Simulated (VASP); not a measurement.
A run of VASP 6.6.1:

The input INCAR:

```
PREC     = Accurate       # precision mode
ENCUT    = 520            # plane-wave cutoff, eV
EDIFF    = 1E-7           # SCF threshold, eV
ISMEAR   = -1             # smearing method
SIGMA    = 0.08           # smearing width, eV
LREAL    = F              # projectors in reciprocal space
LASPH    = T              # aspherical terms in the spheres
NELM     = 60             # most SCF steps
ALGO     = Normal         # electronic algorithm
ISIF     = 2              # what is computed and relaxed
LWAVE    = F              # write WAVECAR
LCHARG   = F              # write CHGCAR
GGA      = PS             # functional
NBANDS   = 12             # bands
```

KPOINTS

```
regular mesh
0
Gamma
  21 21 19
```

POSCAR

```
Zn
1.0
    2.0548649013      0.0000000000      0.0000000000
   -1.0274324506      1.7795652059      0.0000000000
    0.0000000000      0.0000000000      2.0153997503
Zn
1
Direct
    0.0000000000      0.0000000000      0.0000000000
```

Potentials or basis: VASP PAW PBE potentials, release 64 (Zn).

Run with:

```bash
$ cat potpaw_PBE.64/Zn/POTCAR > POTCAR
$ mpirun -np 1 vasp_std > vasp.out
```

Hardware: 1 thread of Intel(R) Xeon(R) Platinum 8259CL CPU @ 2.50GHz (Skylake/Cascade Lake), on a shared host.

Q: How long does it take, and how much memory?

A: Run time: 26 s on 1 thread of Intel(R) Xeon(R) Platinum 8259CL CPU @ 2.50GHz (Skylake/Cascade Lake), with other jobs on the host, peak memory 0.15 GiB. Counts: scf iterations 12, k points 480.
